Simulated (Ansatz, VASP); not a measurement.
## Al in VASP and in Ansatz

```
Al
1.0
     4.01445    0.00000    0.00000
     0.00000    2.83865    0.00000
     0.00000    0.00000   21.67729
Al
5
Direct
  0.00000 0.00000 0.36905
  0.50000 0.50000 0.43452
  0.00000 0.00000 0.50000
  0.50000 0.50000 0.56548
  0.00000 0.00000 0.63095
```

Alike in both runs: task single point; functional PBEsol; k mesh 8 × 12 × 1; no spin polarisation.

|  | VASP | Ansatz |
| --- | --- | --- |
| version | VASP 6.6.1 | Ansatz 0.2.0 |
| potentials or method | VASP PAW PBE potentials, release 64 (Al) | plane-wave PAW, scalar-relativistic |
| plane-wave cutoff (eV) | 520 | 420 |
| occupations | methfessel-paxton of order 1, width 0.1 eV | cold, width 0.1 eV |
| valence electrons in the cell | 15 | 15 |

```csv
,VASP,Ansatz,Ansatz less VASP
rms of the force components (eV/Å),0.119,0.125,+0.0064
```

VASP's potentials were made for PBE, not for PBEsol, and Ansatz warns of the same on its side. Atom by atom the forces differ by 0.006 eV/Å (rms over components).
